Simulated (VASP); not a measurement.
# Rb (Im-3m) in VASP: single point with PBEsol

Aim: the single point of Rb with PBEsol.

All numbers are computed with VASP 6.6.1; they aren't measurements. Logs are shortened: lines on timing, memory, paths and dates and some standing lists are left out, and cuts for length are marked.

**1. The cell of the first run**

The structure is cubic, space group Im-3m (No. 229). The conventional cell has a = 5.562 Å, b = 5.562 Å, c = 5.562 Å, α = 90.00°, β = 90.00°, γ = 90.00°.

**2. Single point, PBEsol**

Input file INCAR:

```
SYSTEM = Rb
ALGO = Normal
EDIFF = 1E-6
ENCUT = 520
GGA = PS
ISIF = 2
ISMEAR = -1
LASPH = .True.
LCHARG = .False.
LREAL = .False.
LWAVE = .False.
NBANDS = 10
NELM = 100
PREC = Accurate
SIGMA = 0.05
```

Input file KPOINTS:

```
k-points
0
Gamma
  7 7 7
  0 0 0
```

Input file POSCAR:

```
Rb
1.0
   -2.7811215466      2.7811215466      2.7811215466
    2.7811215466     -2.7811215466      2.7811215466
    2.7811215466      2.7811215466     -2.7811215466
Rb
1
Direct
    0.0000000000      0.0000000000      0.0000000000
```

Potentials or basis: VASP PAW PBE potentials, release 64 (Rb_sv).

Started as:

```console
cat potpaw_PBE.64/Rb_sv/POTCAR > POTCAR
mpirun -np 1 vasp_std > vasp.out
```

OUTCAR:

```text
SYSTEM = Rb
   EDIFF = 1E-6
   ENCUT = 520
   GGA = PS
   ISIF = 2
   ISMEAR = -1
   LASPH = .True.
   LREAL = .False.
   NELM = 100
   PREC = Accurate

 ion  position               nearest neighbor table
   1  0.000  0.000  0.000-

  LATTYP: Found a body centered cubic cell.
 ALAT       =     5.5622430932

  Lattice vectors:

 A1 = (  -2.7811215466,   2.7811215466,   2.7811215466)
 A2 = (   2.7811215466,  -2.7811215466,   2.7811215466)
 A3 = (   2.7811215466,   2.7811215466,  -2.7811215466)

Analysis of symmetry for initial positions (statically):
=====================================================================
 Subroutine PRICEL returns:
 Original cell was already a primitive cell.

 Routine SETGRP: Setting up the symmetry group for a
 body centered cubic supercell.

 Subroutine GETGRP returns: Found 48 space group operations
 (whereof 48 operations were pure point group operations)
 out of a pool of 48 trial point group operations.

The static configuration has the point symmetry O_h .

Analysis of symmetry for dynamics (positions and initial velocities):
=====================================================================
 Subroutine PRICEL returns:
 Original cell was already a primitive cell.

 Routine SETGRP: Setting up the symmetry group for a
 body centered cubic supercell.

 Subroutine GETGRP returns: Found 48 space group operations
 (whereof 48 operations were pure point group operations)
 out of a pool of 48 trial point group operations.

The dynamic configuration has the point symmetry O_h .

 Subroutine INISYM returns: Found 48 space group operations
 (whereof 48 operations are pure point group operations),
 and found     1 'primitive' translations

----------------------------------------------------------------------------------------

                                     Primitive cell

  volume of cell :      86.0439

  direct lattice vectors                    reciprocal lattice vectors
    -2.781121547  2.781121547  2.781121547     0.000000000  0.179783584  0.179783584
     2.781121547 -2.781121547  2.781121547     0.179783584  0.000000000  0.179783584
     2.781121547  2.781121547 -2.781121547     0.179783584  0.179783584  0.000000000

  length of vectors
     4.817043821  4.817043821  4.817043821     0.254252383  0.254252383  0.254252383

  position of ions in fractional coordinates (direct lattice)
     0.000000000  0.000000000  0.000000000

  ion indices of the primitive-cell ions
   primitive index   ion index
                 1           1

----------------------------------------------------------------------------------------

 KPOINTS: k-points

Automatic generation of k-mesh.
 Grid dimensions read from file:
 generate k-points for:    7    7    7

 Generating k-lattice:

  Cartesian coordinates                     Fractional coordinates (reciprocal lattice)
     0.000000000  0.025683369  0.025683369     0.142857143  0.000000000  0.000000000
     0.025683369  0.000000000  0.025683369     0.000000000  0.142857143  0.000000000
     0.025683369  0.025683369  0.000000000     0.000000000  0.000000000  0.142857143

  Length of vectors
     0.036321769  0.036321769  0.036321769

  Shift w.r.t. Gamma in fractional coordinates (k-lattice)
     0.000000000  0.000000000  0.000000000

 Subroutine IBZKPT returns following result:
 ===========================================

 Found     20 irreducible k-points:

 Following reciprocal coordinates:
            Coordinates               Weight
  0.000000  0.000000  0.000000      1.000000
  0.142857  0.000000  0.000000     12.000000
  0.285714  0.000000  0.000000     12.000000
  0.428571  0.000000  0.000000     12.000000
  0.142857  0.142857  0.000000     24.000000
  0.285714  0.142857  0.000000     48.000000
[... 12 lines left out ...]
 -0.428571 -0.428571  0.285714      8.000000
 -0.428571  0.428571  0.428571      6.000000
   k-points           NKPTS =     20   k-points in BZ     NKDIM =     20   number of bands    NBANDS=     10
   number of dos      NEDOS =    301   number of ions     NIONS =      1
   total plane-waves  NPLWV =  46656
   dimension x,y,z NGX =    36 NGY =   36 NGZ =   36
   dimension x,y,z NGXF=    72 NGYF=   72 NGZF=   72
   ions per type =               1
   NGX,Y,Z   is equivalent  to a cutoff of  12.42, 12.42, 12.42 a.u.
   NGXF,Y,Z  is equivalent  to a cutoff of  24.85, 24.85, 24.85 a.u.
 SYSTEM =  Rb
   PREC   = accura    normal or accurate (medium, high low for compatibility)
   ISTART =      0    job   : 0-new  1-cont  2-samecut
   ICHARG =      2    charge: 1-file 2-atom 10-const
   ISPIN  =      1    spin polarized calculation?
   LNONCOLLINEAR =      F non collinear calculations
   LSORBIT =      F    spin-orbit coupling
   LASPH  =      T    aspherical Exc in radial PAW
   ENCUT  =  520.0 eV  38.22 Ry    6.18 a.u.   8.96  8.96  8.96*2*pi/ulx,y,z
   NELM   =    100;   NELMIN=  2; NELMDL= -5     # of ELM steps
   EDIFF  = 0.1E-05   stopping-criterion for ELM
   LREAL  =      F    real-space projection
   EDIFFG = 0.1E-04   stopping-criterion for IOM
   NSW    =      0    number of steps for IOM
   IBRION =     -1    ionic relax: 0-MD 1-quasi-New 2-CG
   NFREE  =      0    steps in history (QN), initial steepest desc. (CG)
   ISIF   =      2    stress and relaxation
   ISYM   =      2    0-nonsym 1-usesym 2-fastsym
   POTIM  = 0.5000    time-step for ionic-motion
   TEBEG  =    0.0;   TEEND  =   0.0 temperature during run
   PSTRESS=    0.0 pullay stress
   NELECT =       9.0000    total number of electrons
   NUPDOWN=      -1.0000    fix difference up-down
   EMIN   =  10.00;   EMAX   =-10.00  energy-range for DOS
   EFERMI =   0.00;   METHOD = LEGACY
   ISMEAR =    -1;   SIGMA  =   0.05  broadening in eV -4-tet -1-fermi 0-gaus
   EFERMI_NEDOS =   21; number of points for ismear=-14 and -15
   IALGO  =     38    algorithm
   IMIX   =      4    mixing-type and parameters
     AMIX     =   0.40;   BMIX     =  1.00
     AMIX_MAG =   1.60;   BMIX_MAG =  1.00
  volume/ion in A,a.u.               =      86.04       580.65
  Fermi-wavevector in a.u.,A,eV,Ry     =   0.771346  1.457632  8.095114  0.594974
  Thomas-Fermi vector in A             =   1.872744
   LORBIT       =      0    0 simple, 1 ext, 2 COOP (PROOUT), +10 PAW based schemes
   GGA     = PS    functional components
   LHFCALC =     F    Hartree Fock is set to
   AEXX    =    0.0000 exact exchange contribution
   IVDW    =     0    specifies the selected vdW correction
   LEPSILON=     F    determine dielectric tensor
   LRPA    =     F    only Hartree local field effects (RPA)
 non-spin polarized calculation
  energy-cutoff  :      520.00
  volume of cell :       86.04
 maximum number of plane-waves:      2344
   NGX = 17   NGY = 17   NGZ = 17

 number of electron       9.0000000 magnetization

 Free energy of the ion-electron system (eV)
  ---------------------------------------------------
  ext. energy  EPLUGINS =         0.00000000
  ---------------------------------------------------
  free energy    TOTEN  =        -1.03072746 eV

  energy without entropy =       -1.02290710  energy(sigma->0) =       -1.02681728

 E-fermi :   0.0624     XC(G=0):  -5.6621

 val. band max:        0.0149953309   @ k =  -0.2857   0.4286   0.1429
 cond. band min:       0.1708614759   @ k =  -0.4286   0.4286   0.1429
 fundamental gap:      0.1558661450
 Fermi energy:         0.0624219904

 k-point     1 :       0.0000    0.0000    0.0000
  band No.  band energies     occupation
      1     -28.7559      2.00000
      2     -12.7966      2.00000
      3     -12.7966      2.00000
      4     -12.7966      2.00000
      5      -1.9796      2.00000
      6       3.8030      0.00000
      7       3.8030      0.00000
      8       3.8030      0.00000
      9       4.7887      0.00000
     10       4.7887      0.00000

 k-point     2 :       0.1429    0.0000    0.0000
  band No.  band energies     occupation
      1     -28.7549      2.00000
      2     -12.8193      2.00000
      3     -12.8040      2.00000
      4     -12.7967      2.00000
      5      -1.7281      2.00000
      6       3.3665      0.00000
      7       3.4925      0.00000
      8       4.0399      0.00000
      9       4.5103      0.00000
     10       4.7139      0.00000

 k-point     3 :       0.2857    0.0000    0.0000
  band No.  band energies     occupation
      1     -28.7525      2.00000
      2     -12.8691      2.00000
      3     -12.8204      2.00000
      4     -12.7967      2.00000
      5      -1.0253      2.00000
      6       2.2906      0.00000
      7       2.9999      0.00000
      8       4.6415      0.00000
      9       4.7276      0.00000
     10       4.7388      0.00000

 k-point     4 :       0.4286    0.0000    0.0000
  band No.  band energies     occupation
      1     -28.7506      2.00000
      2     -12.9081      2.00000
      3     -12.8335      2.00000
      4     -12.7968      2.00000
      5      -0.0454      1.79252
      6       1.2319      0.00000
      7       2.7044      0.00000
      8       4.5160      0.00000
      9       5.0931      0.00000
     10       5.7903      0.00000
[... 170 lines left out ...]
 k-point    18 :      -0.4286    0.4286    0.2857
  band No.  band energies     occupation
      1     -28.7479      2.00000
      2     -12.8890      2.00000
      3     -12.8607      2.00000
      4     -12.8487      2.00000
      5       0.6798      0.00001
      6       1.4922      0.00000
      7       2.8412      0.00000
      8       3.1437      0.00000
      9       4.0746      0.00000
     10       5.7557      0.00000

 k-point    19 :      -0.4286   -0.4286    0.2857
  band No.  band energies     occupation
      1     -28.7472      2.00000
      2     -12.8817      2.00000
      3     -12.8817      2.00000
      4     -12.8523      2.00000
      5       1.2511      0.00000
      6       1.2511      0.00000
      7       2.3369      0.00000
      8       3.7846      0.00000
      9       3.7846      0.00000
     10       5.5252      0.00000

 k-point    20 :      -0.4286    0.4286    0.4286
  band No.  band energies     occupation
      1     -28.7464      2.00000
      2     -12.8795      2.00000
      3     -12.8757      2.00000
      4     -12.8757      2.00000
      5       1.1444      0.00000
      6       1.3893      0.00000
      7       3.2645      0.00000
      8       3.3843      0.00000
      9       3.3843      0.00000
     10       5.7402      0.00000

------------------------ aborting loop because EDIFF is reached ----------------------------------------

  FORCE on cell =-STRESS in cart. coord.  units (eV):
  Direction    XX          YY          ZZ          XY          YZ          ZX
  --------------------------------------------------------------------------------------
  -------------------------------------------------------------------------------------
  Total        0.0016245      0.0016245      0.0016245     -0.0000000     -0.0000000      0.0000000
  in kB        0.0302487      0.0302487      0.0302487     -0.0000000     -0.0000000      0.0000000
  external PRESSURE =       0.0302487 kB  Pullay stress =       0.0000000 kB

 VOLUME and BASIS-vectors are now :
 -----------------------------------------------------------------------------
  energy-cutoff  :      520.00
  volume of cell :       86.04
      direct lattice vectors                 reciprocal lattice vectors
    -2.781121547  2.781121547  2.781121547     0.000000000  0.179783584  0.179783584
     2.781121547 -2.781121547  2.781121547     0.179783584  0.000000000  0.179783584
     2.781121547  2.781121547 -2.781121547     0.179783584  0.179783584  0.000000000

 POSITION                                       TOTAL-FORCE (eV/Angst)
 -----------------------------------------------------------------------------------
      0.00000      0.00000      0.00000        -0.000000      0.000000      0.000000
 -----------------------------------------------------------------------------------
    total drift:                               -0.000000      0.000000      0.000000

  FREE ENERGIE OF THE ION-ELECTRON SYSTEM (eV)
  ---------------------------------------------------
  free  energy   TOTEN  =        -1.0307274635 eV

  energy  without entropy=       -1.0229071034  energy(sigma->0) =       -1.02681728
```

It took 15 s on 1 thread of Intel Xeon 8259CL, shared host; peak memory 0.2 GiB.

What came out:

```
Free energy            : -1.0307 eV
Pressure               : 0.0 GPa
Band gap on the k mesh : zero (an odd number of electrons rules out a gap without spin polarisation)
```

Levels at points of the mesh, in eV from the Fermi level:
```
           k point  band 2  band 3  band 4  band 5  band 6  band 7  band 8  band 9
(0.00, 0.00, 0.00)  -12.86  -12.86  -12.86   -2.04    3.74    3.74    3.74    4.73
```

Caveat: the PAW data sets were made with another functional, which shifts forces and pressure a little.
